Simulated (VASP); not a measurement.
# Sc2Si3 (Amm2) in VASP: notebook, part 2 of 2

VASP 6.6.1. The steps go on from the part before.

## Step 4: Single point, PBE

The input, INCAR:

```
SYSTEM = Sc2Si3
PREC     = Accurate       ! precision mode
ENCUT    = 520            ! plane-wave cutoff, eV
EDIFF    = 1E-6           ! SCF threshold, eV
ISMEAR   = 1              ! smearing method
SIGMA    = 0.05           ! smearing width, eV
LREAL    = .FALSE.        ! projectors in reciprocal space
LASPH    = .TRUE.         ! aspherical terms in the spheres
NELM     = 100            ! most SCF steps
ALGO     = Normal         ! electronic algorithm
ISIF     = 2              ! what is computed and relaxed
LWAVE    = .FALSE.        ! write WAVECAR
LCHARG   = .TRUE.         ! write CHGCAR
GGA      = PE             ! functional
LELF     = .TRUE.         ! ELF
LVHAR    = .TRUE.       
NBANDS   = 25             ! bands
```

The input, KPOINTS:

```
Automatic mesh
0
G
  5 9 9
  0 0 0
```

The input, POSCAR:

```
Sc2Si3
1.0
    6.4045930000      0.0000000000      0.0000000000
    0.0000000000      2.0413065223      3.5290963685
    0.0000000000     -2.0413065223      3.5290963685
Sc Si
2 3
Direct
    0.2362180000      0.0000380000      0.0000380000
    0.7637820000      0.0000380000      0.0000380000
    0.5000000000      0.3331795000      0.3331795000
    0.0000000000      0.3333970000      0.3333970000
    0.5000000000      0.6666550000      0.6666550000
```

Potentials or basis: VASP PAW PBE potentials, release 64 (Sc_sv, Si).

The run is started by

```
$ cat potpaw_PBE.64/Sc_sv/POTCAR potpaw_PBE.64/Si/POTCAR > POTCAR
$ mpirun -np 1 vasp_std > vasp.out
```

OUTCAR:

```text
SYSTEM = Sc2Si3
   PREC = Accurate
   ENCUT = 520
   EDIFF = 1E-6
   ISMEAR = 1
   LREAL = .FALSE.
   LASPH = .TRUE.
   NELM = 100
   ISIF = 2
   GGA = PE

 ion  position               nearest neighbor table
   1  0.236  0.000  0.000-   4 2.80   4 2.80   4 2.80   3 2.90   5 2.90   5 2.90   5 2.90   3 2.90
                             3 2.90   2 3.03   2 3.38
   2  0.764  0.000  0.000-   4 2.80   4 2.80   4 2.80   3 2.90   5 2.90   5 2.90   5 2.90   3 2.90
                             3 2.90   1 3.03   1 3.38
   3  0.500  0.333  0.333-   5 2.35   5 2.36   5 2.36   2 2.90   1 2.90   2 2.90   1 2.90   2 2.90
                             1 2.90
   4  0.000  0.333  0.333-   1 2.80   2 2.80   1 2.80   2 2.80   1 2.80   2 2.80
   5  0.500  0.667  0.667-   3 2.35   3 2.36   3 2.36   2 2.90   1 2.90   1 2.90   2 2.90   1 2.90
                             2 2.90

  LATTYP: Found a base centered orthorhombic cell.
 ALAT       =     4.0826130446
 B/A-ratio  =     1.7288419598
 C/A-ratio  =     1.5687484780

  Lattice vectors:

 A1 = (   0.0000000000,   2.0413065223,  -3.5290963685)
 A2 = (   0.0000000000,   2.0413065223,   3.5290963685)
 A3 = (   6.4045930000,   0.0000000000,   0.0000000000)

Analysis of symmetry for initial positions (statically):
=====================================================================
 Subroutine PRICEL returns:
 Original cell was already a primitive cell.

 Routine SETGRP: Setting up the symmetry group for a
 base centered orthorhombic supercell.

 Subroutine GETGRP returns: Found  4 space group operations
 (whereof  4 operations were pure point group operations)
 out of a pool of  8 trial point group operations.

The static configuration has the point symmetry C_2v.

Analysis of symmetry for dynamics (positions and initial velocities):
=====================================================================
 Subroutine PRICEL returns:
[... 135 lines left out ...]
     AMIX_MAG =   1.60;   BMIX_MAG =  1.00
  volume/ion in A,a.u.               =      18.46       124.54
  Fermi-wavevector in a.u.,A,eV,Ry     =   1.173645  2.217867 18.741241  1.377442
  Thomas-Fermi vector in A             =   2.310055
   LORBIT       =      0    0 simple, 1 ext, 2 COOP (PROOUT), +10 PAW based schemes
   GGA     = PE    functional components
   LHFCALC =     F    Hartree Fock is set to
   AEXX    =    0.0000 exact exchange contribution
   IVDW    =     0    specifies the selected vdW correction
   LEPSILON=     F    determine dielectric tensor
   LRPA    =     F    only Hartree local field effects (RPA)
 non-spin polarized calculation
 Methfessel and Paxton  Order N= 1 SIGMA  =   0.05
  energy-cutoff  :      520.00
  volume of cell :       92.28
 maximum number of plane-waves:      2503
 NGX is ok and might be reduce to    48
   NGX = 23   NGY = 15   NGZ = 15

 number of electron      34.0000003 magnetization

 Free energy of the ion-electron system (eV)
  ---------------------------------------------------
  ext. energy  EPLUGINS =         0.00000000
  ---------------------------------------------------
  free energy    TOTEN  =       -30.71887966 eV

  energy without entropy =      -30.71813450  energy(sigma->0) =      -30.71863127

 E-fermi :   6.2619     XC(G=0): -10.4236

 val. band max:        6.2606214655   @ k =   0.2000   0.4444   0.2222
 cond. band min:       6.2668580127   @ k =   0.2000  -0.2222   0.2222
 fundamental gap:      0.0062365472
 Fermi energy:         6.2618641955

 k-point     1 :       0.0000    0.0000    0.0000
  band No.  band energies     occupation
      1     -42.8840      2.00000
      2     -42.8524      2.00000
      3     -21.6500      2.00000
      4     -21.5618      2.00000
      5     -21.5609      2.00000
      6     -21.5261      2.00000
[... 661 lines left out ...]
     24       9.6452      0.00000
     25       9.8800      0.00000

 [... further k-points ...]

------------------------ aborting loop because EDIFF is reached ----------------------------------------

  FORCE on cell =-STRESS in cart. coord.  units (eV):
  Direction    XX          YY          ZZ          XY          YZ          ZX
  --------------------------------------------------------------------------------------
  -------------------------------------------------------------------------------------
  Total        0.1531971     -0.3107982     -0.2444377      0.0000000      0.0000000      0.0000000
  in kB        2.6599161     -5.3962962     -4.2440985      0.0000000      0.0000000      0.0000000
  external PRESSURE =      -2.3268262 kB  Pullay stress =       0.0000000 kB

 VOLUME and BASIS-vectors are now :
 -----------------------------------------------------------------------------
  energy-cutoff  :      520.00
  volume of cell :       92.28
      direct lattice vectors                 reciprocal lattice vectors
     6.404593000  0.000000000  0.000000000     0.156137947  0.000000000  0.000000000
     0.000000000  2.041306522  3.529096368     0.000000000  0.244941166  0.141679327
     0.000000000 -2.041306522  3.529096368     0.000000000 -0.244941166  0.141679327

 POSITION                                       TOTAL-FORCE (eV/Angst)
 -----------------------------------------------------------------------------------
      1.51288      0.00000      0.00027         0.082276      0.000000     -0.005525
      4.89171      0.00000      0.00027        -0.082276      0.000000     -0.005525
      3.20230      0.00000      2.35165         0.000000      0.000000     -0.002641
      0.00000      0.00000      2.35318         0.000000      0.000000      0.006003
      3.20230      0.00000      4.70538         0.000000      0.000000      0.007690
 -----------------------------------------------------------------------------------
    total drift:                                0.000000     -0.000000      0.000066

  FREE ENERGIE OF THE ION-ELECTRON SYSTEM (eV)
  ---------------------------------------------------
  free  energy   TOTEN  =       -30.7188796561 eV

  energy  without entropy=      -30.7181345019  energy(sigma->0) =      -30.71863127
```

stdout:

```text
POSCAR found type information on POSCAR ScSi
 POSCAR found :  2 types and       5 ions
 scaLAPACK will be used
 LDA part: xc-table for (Slater+PW92), standard interpolation
 POSCAR, INCAR and KPOINTS ok, starting setup
 FFT: planning ... GRIDC
 FFT: planning ... GRID_SOFT
 FFT: planning ... GRID
 WAVECAR not read
 entering main loop
```

Wall time 63 s (1 thread of Intel Xeon 6975P-C (Granite Rapids), shared host); peak memory 0.29 GiB.

Results:

- Free energy: -30.7189 eV
- Pressure: -0.2 GPa
- Largest force: 0.082 eV/Å
- Band gap on the k mesh: zero (band 17 reaches 7.35 eV, above the bottom of band 18 at 5.86 eV)

Forces in eV/Å, atoms in the order of the input:
```
Sc   0.082  0.000 -0.006
Sc  -0.082  0.000 -0.006
Si   0.000  0.000 -0.003
Si   0.000  0.000  0.006
Si   0.000  0.000  0.008
```

Levels at points of the mesh, in eV from the Fermi level:
```
           k point  band 13  band 14  band 15  band 16  band 17  band 18  band 19  band 20  band 21  band 22
(0.00, 0.00, 0.00)    -3.18    -0.92    -0.92    -0.73    -0.16     0.75     0.76     0.96     0.97     1.72
```

## Step 5: The runs side by side

| k mesh | gap on the mesh (eV) | pressure (GPa) | largest force (eV/Å) |
| --- | --- | --- | --- |
| 3 × 6 × 6 | none | -0.1 | 0.02 |
| 4 × 7 × 7 | none | 0.0 | 0.05 |
| 5 × 9 × 9 | none | -0.2 | 0.08 |

Alike in all rows: task single point; level PBE; potentials or basis VASP PAW PBE potentials, release 64 (Sc_sv, Si); no spin polarisation; cell as given; cutoff (eV) 520; smearing methfessel-paxton 0.05 eV.

Every run on the cell as given and a fine mesh finds a metal.

Absolute energies hang on the potentials; compare differences alone.
